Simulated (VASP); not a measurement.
# K2BaF (Cmmm) in VASP: single point with PBE

Aim: the single point of K2BaF with PBE.

Everything below comes from runs of VASP 6.6.1. Logs are shortened: lines on timing, memory, paths and dates and some standing lists are left out, and cuts for length are marked.

## (1) The cell of the first run

It takes space group Cmmm (No. 65, orthorhombic). The conventional cell has a = 5.251 Å, b = 9.095 Å, c = 2.695 Å, α = 90.00°, β = 90.00°, γ = 90.00°. Within 3.5 Å of K (site symmetry 2/m) lie 4 K at 2.63 to 2.69 Å and 2 F at 2.63 Å and 4 Ba at 2.95 Å. Ba (site symmetry mmm) has 2 Ba at 2.69 Å and 4 F at 2.95 Å and 8 K at 2.95 Å within 3.6 Å. Within 3.5 Å of F (site symmetry mmm) lie 4 K at 2.63 Å and 2 F at 2.69 Å and 4 Ba at 2.95 Å.

The cell was built from a structure type or drawn by symmetry, and may not be a known phase.

## (2) Single point, PBE

INCAR reads:

```
PREC = Accurate ; ENCUT = 520
EDIFF = 1E-7 ; ISMEAR = 0
SIGMA = 0.1 ; LREAL = False
LASPH = True ; NELM = 80
ALGO = Normal ; ISIF = 2
LWAVE = False ; LCHARG = False
GGA = PE ; NBANDS = 26
```

KPOINTS reads:

```
Automatic mesh
0
Gamma
  6 6 6
```

POSCAR reads:

```
K2BaF
1.0
    2.6255926200     -4.5476598200      0.0000000000
    2.6255926200      4.5476598200      0.0000000000
    0.0000000000      0.0000000000      2.6949987600
K Ba F
2 1 1
Direct
    0.0000000000      0.5000000000      0.0000000000
    0.5000000000      0.0000000000      0.0000000000
    0.0000000000      0.0000000000      0.5000000000
    0.5000000000      0.5000000000      0.0000000000
```

Potentials or basis: VASP PAW PBE potentials, release 64 (K_sv, Ba_sv, F).

Run with:

```sh
cat potpaw_PBE.64/K_sv/POTCAR potpaw_PBE.64/Ba_sv/POTCAR potpaw_PBE.64/F/POTCAR > POTCAR
mpirun -np 1 vasp_std > vasp.out
```

OUTCAR:

```text
PREC = Accurate
   ENCUT = 520
   EDIFF = 1E-7
   ISMEAR = 0
   LREAL = False
   LASPH = True
   NELM = 80
   ISIF = 2
   GGA = PE

 ion  position               nearest neighbor table
   1  0.000  0.500  0.000-   2 2.63   2 2.63   4 2.63   4 2.63   3 2.95   3 2.95   3 2.95   3 2.95
                             2 3.76   2 3.76   2 3.76   2 3.76
   2  0.500  0.000  0.000-   1 2.63   1 2.63   4 2.63   4 2.63   3 2.95   3 2.95   3 2.95   3 2.95
                             1 3.76   1 3.76   1 3.76   1 3.76
   3  0.000  0.000  0.500-   4 2.95   4 2.95   4 2.95   4 2.95   2 2.95   2 2.95   1 2.95   1 2.95
                             2 2.95   2 2.95   1 2.95   1 2.95
   4  0.500  0.500  0.000-   1 2.63   2 2.63   2 2.63   1 2.63   3 2.95   3 2.95   3 2.95   3 2.95

  LATTYP: Found a hexagonal cell.
 ALAT       =     5.2511852419
 C/A-ratio  =     0.5132172330

  Lattice vectors:

 A1 = (   2.6255926200,  -4.5476598200,   0.0000000000)
 A2 = (   2.6255926200,   4.5476598200,   0.0000000000)
 A3 = (   0.0000000000,   0.0000000000,   2.6949987600)

Analysis of symmetry for initial positions (statically):
=====================================================================
 Subroutine PRICEL returns:
 Original cell was already a primitive cell.

 Routine SETGRP: Setting up the symmetry group for a
 hexagonal supercell.

 Subroutine GETGRP returns: Found  8 space group operations
 (whereof  8 operations were pure point group operations)
 out of a pool of 24 trial point group operations.

The static configuration has the point symmetry D_2h.

Analysis of symmetry for dynamics (positions and initial velocities):
=====================================================================
 Subroutine PRICEL returns:
 Original cell was already a primitive cell.

 Routine SETGRP: Setting up the symmetry group for a
 hexagonal supercell.

 Subroutine GETGRP returns: Found  8 space group operations
 (whereof  8 operations were pure point group operations)
 out of a pool of 24 trial point group operations.

The dynamic configuration has the point symmetry D_2h.

 Subroutine INISYM returns: Found  8 space group operations
 (whereof  8 operations are pure point group operations),
 and found     1 'primitive' translations

----------------------------------------------------------------------------------------

                                     Primitive cell

  volume of cell :      64.3582

  direct lattice vectors                    reciprocal lattice vectors
     2.625592620 -4.547659820  0.000000000     0.190433198 -0.109946658  0.000000000
     2.625592620  4.547659820  0.000000000     0.190433198  0.109946658  0.000000000
     0.000000000  0.000000000  2.694998760     0.000000000  0.000000000  0.371057685

  length of vectors
     5.251185242  5.251185242  2.694998760     0.219893317  0.219893317  0.371057685

  position of ions in fractional coordinates (direct lattice)
     1.000000000  0.500000000  0.000000000
     0.500000000  1.000000000  0.000000000
     0.000000000  0.000000000  0.500000000
     0.500000000  0.500000000  0.000000000

  ion indices of the primitive-cell ions
   primitive index   ion index
                 1           1
                 2           2
                 3           3
                 4           4

----------------------------------------------------------------------------------------

 KPOINTS: Automatic mesh

Automatic generation of k-mesh.
 Grid dimensions read from file:
 generate k-points for:    6    6    6

 Generating k-lattice:

  Cartesian coordinates                     Fractional coordinates (reciprocal lattice)
     0.031738866 -0.018324443  0.000000000     0.166666667 -0.000000000  0.000000000
     0.031738866  0.018324443  0.000000000    -0.000000000  0.166666667  0.000000000
     0.000000000  0.000000000  0.061842947     0.000000000  0.000000000  0.166666667

  Length of vectors
     0.036648886  0.036648886  0.061842947

  Shift w.r.t. Gamma in fractional coordinates (k-lattice)
     0.000000000  0.000000000  0.000000000

 Subroutine IBZKPT returns following result:
 ===========================================

 Found     52 irreducible k-points:

 Following reciprocal coordinates:
            Coordinates               Weight
  0.000000  0.000000  0.000000      1.000000
  0.166667  0.000000  0.000000      4.000000
 -0.166667  0.166667  0.000000      2.000000
  0.333333  0.000000  0.000000      4.000000
 -0.333333  0.333333  0.000000      2.000000
  0.500000  0.000000  0.000000      2.000000
[... 16 lines left out ...]
  0.333333  0.166667  0.166667      8.000000
 -0.166667  0.500000  0.166667      8.000000
 [... further k-points ...]
   k-points           NKPTS =     52   k-points in BZ     NKDIM =     52   number of bands    NBANDS=     26
   number of dos      NEDOS =    301   number of ions     NIONS =      4
   total plane-waves  NPLWV =  32000
   dimension x,y,z NGX =    40 NGY =   40 NGZ =   20
   dimension x,y,z NGXF=    80 NGYF=   80 NGZF=   40
   ions per type =               2   1   1
   NGX,Y,Z   is equivalent  to a cutoff of  12.66, 12.66, 12.34 a.u.
   NGXF,Y,Z  is equivalent  to a cutoff of  25.33, 25.33, 24.67 a.u.
 SYSTEM =  unknown system
   PREC   = accura    normal or accurate (medium, high low for compatibility)
   ISTART =      0    job   : 0-new  1-cont  2-samecut
   ICHARG =      2    charge: 1-file 2-atom 10-const
   ISPIN  =      1    spin polarized calculation?
   LNONCOLLINEAR =      F non collinear calculations
   LSORBIT =      F    spin-orbit coupling
   LASPH  =      T    aspherical Exc in radial PAW
   ENCUT  =  520.0 eV  38.22 Ry    6.18 a.u.   9.76  9.76  5.01*2*pi/ulx,y,z
   NELM   =     80;   NELMIN=  2; NELMDL= -5     # of ELM steps
   EDIFF  = 0.1E-06   stopping-criterion for ELM
   LREAL  =      F    real-space projection
   EDIFFG = 0.1E-05   stopping-criterion for IOM
   NSW    =      0    number of steps for IOM
   IBRION =     -1    ionic relax: 0-MD 1-quasi-New 2-CG
   NFREE  =      0    steps in history (QN), initial steepest desc. (CG)
   ISIF   =      2    stress and relaxation
   ISYM   =      2    0-nonsym 1-usesym 2-fastsym
   POTIM  = 0.5000    time-step for ionic-motion
   TEBEG  =    0.0;   TEEND  =   0.0 temperature during run
   PSTRESS=    0.0 pullay stress
   NELECT =      35.0000    total number of electrons
   NUPDOWN=      -1.0000    fix difference up-down
   EMIN   =  10.00;   EMAX   =-10.00  energy-range for DOS
   EFERMI =   0.00;   METHOD = LEGACY
   ISMEAR =     0;   SIGMA  =   0.10  broadening in eV -4-tet -1-fermi 0-gaus
   EFERMI_NEDOS =   21; number of points for ismear=-14 and -15
   IALGO  =     38    algorithm
   IMIX   =      4    mixing-type and parameters
     AMIX     =   0.40;   BMIX     =  1.00
     AMIX_MAG =   1.60;   BMIX_MAG =  1.00
  volume/ion in A,a.u.               =      16.09       108.58
  Fermi-wavevector in a.u.,A,eV,Ry     =   1.336276  2.525196 24.295025  1.785634
  Thomas-Fermi vector in A             =   2.464915
   LORBIT       =      0    0 simple, 1 ext, 2 COOP (PROOUT), +10 PAW based schemes
   GGA     = PE    functional components
   LHFCALC =     F    Hartree Fock is set to
   AEXX    =    0.0000 exact exchange contribution
   IVDW    =     0    specifies the selected vdW correction
   LEPSILON=     F    determine dielectric tensor
   LRPA    =     F    only Hartree local field effects (RPA)
 non-spin polarized calculation
 Gauss-broadening in eV      SIGMA  =   0.10
  energy-cutoff  :      520.00
  volume of cell :       64.36
 maximum number of plane-waves:      1754
   NGX = 19   NGY = 19   NGZ = 11

 number of electron      34.9999991 magnetization

 Free energy of the ion-electron system (eV)
  ---------------------------------------------------
  ext. energy  EPLUGINS =         0.00000000
  ---------------------------------------------------
  free energy    TOTEN  =        -0.82045156 eV

  energy without entropy =       -0.81075794  energy(sigma->0) =       -0.81560475

 E-fermi :   6.8377     XC(G=0): -10.9676

 val. band max:        6.8373031900   @ k =   0.1667   0.1667   0.0000
 cond. band min:       6.8609845738   @ k =   0.5000   0.0000   0.3333
 fundamental gap:      0.0236813838
 Fermi energy:         6.8376767186

 k-point     1 :       0.0000    0.0000    0.0000
  band No.  band energies     occupation
      1     -27.0892      2.00000
      2     -26.1933      2.00000
      3     -23.1950      2.00000
      4     -18.6211      2.00000
      5     -12.7378      2.00000
      6     -11.1719      2.00000
[... 18 lines left out ...]
     25      13.1034      0.00000
     26      13.4851      0.00000

 k-point     2 :       0.1667    0.0000    0.0000
  band No.  band energies     occupation
      1     -27.0313      2.00000
      2     -26.2542      2.00000
      3     -23.2191      2.00000
      4     -18.6479      2.00000
      5     -12.5036      2.00000
      6     -11.0431      2.00000
[... 18 lines left out ...]
     25      12.8666      0.00000
     26      13.6027      0.00000

 k-point     3 :      -0.1667    0.1667    0.0000
  band No.  band energies     occupation
      1     -27.0649      2.00000
      2     -26.1957      2.00000
      3     -23.2593      2.00000
      4     -18.6380      2.00000
      5     -12.5176      2.00000
      6     -11.0461      2.00000
[... 18 lines left out ...]
     25      12.2532      0.00000
     26      13.7187      0.00000

 k-point     4 :       0.3333    0.0000    0.0000
  band No.  band energies     occupation
      1     -26.8717      2.00000
      2     -26.4202      2.00000
      3     -23.2664      2.00000
      4     -18.6993      2.00000
      5     -11.9370      2.00000
      6     -10.7448      2.00000
[... 18 lines left out ...]
     25      12.2155      0.00000
     26      12.6836      0.00000
[... 496 lines left out ...]
      1     -26.8265      2.00000
      2     -26.1211      2.00000
      3     -22.9267      2.00000
      4     -18.5940      2.00000
      5     -11.9185      2.00000
      6     -10.6945      2.00000
[... 18 lines left out ...]
     25      11.7671      0.00000
     26      12.2626      0.00000

 k-point    23 :       0.3333    0.1667    0.1667
  band No.  band energies     occupation
      1     -26.5179      2.00000
      2     -26.4688      2.00000
      3     -22.9054      2.00000
      4     -18.6362      2.00000
      5     -11.1994      2.00000
      6     -10.4322      2.00000
[... 18 lines left out ...]
     25      11.8566      0.00000
     26      12.1183      0.00000

 k-point    24 :      -0.1667    0.5000    0.1667
  band No.  band energies     occupation
      1     -26.6732      2.00000
      2     -26.2919      2.00000
      3     -22.9383      2.00000
      4     -18.6295      2.00000
      5     -11.3260      2.00000
      6     -10.5404      2.00000
[... 18 lines left out ...]
     25      11.1512      0.00000
     26      12.1769      0.00000

 [... further k-points ...]

------------------------ aborting loop because EDIFF is reached ----------------------------------------

  FORCE on cell =-STRESS in cart. coord.  units (eV):
  Direction    XX          YY          ZZ          XY          YZ          ZX
  --------------------------------------------------------------------------------------
  -------------------------------------------------------------------------------------
  Total       13.0695884     16.3059135     25.3185511      0.0000000      0.0000000      0.0000000
  in kB      325.3633374    405.9306448    630.2974527      0.0000000      0.0000000      0.0000000
  external PRESSURE =     453.8638116 kB  Pullay stress =       0.0000000 kB

 VOLUME and BASIS-vectors are now :
 -----------------------------------------------------------------------------
  energy-cutoff  :      520.00
  volume of cell :       64.36
      direct lattice vectors                 reciprocal lattice vectors
     2.625592620 -4.547659820  0.000000000     0.190433198 -0.109946658  0.000000000
     2.625592620  4.547659820  0.000000000     0.190433198  0.109946658  0.000000000
     0.000000000  0.000000000  2.694998760     0.000000000  0.000000000  0.371057685

 POSITION                                       TOTAL-FORCE (eV/Angst)
 -----------------------------------------------------------------------------------
      1.31280      2.27383      0.00000         0.000000      0.000000      0.000000
      1.31280     -2.27383      0.00000         0.000000      0.000000      0.000000
      0.00000      0.00000      1.34750         0.000000      0.000000      0.000000
      2.62559      0.00000      0.00000        -0.000000     -0.000000      0.000000
 -----------------------------------------------------------------------------------
    total drift:                                0.000000      0.000000     -0.000000

  FREE ENERGIE OF THE ION-ELECTRON SYSTEM (eV)
  ---------------------------------------------------
  free  energy   TOTEN  =        -0.8204515570 eV

  energy  without entropy=       -0.8107579381  energy(sigma->0) =       -0.81560475
```

Wall time 2.1 min (1 thread of Intel Xeon 8259CL, shared host); peak memory 0.23 GiB.

Results:

```
Free energy            : -0.8205 eV
Pressure               : 45.4 GPa
Band gap on the k mesh : zero (an odd number of electrons rules out a gap without spin polarisation)
```

Caveat: the k points lie up to 0.39 Å⁻¹ apart, too coarse for converged energies and pressures of a metal; spin-orbit coupling is left out, which moves the levels of the heavy elements; an odd number of electrons without spin polarisation forces a metal; a magnetic or distorted state may lie lower.
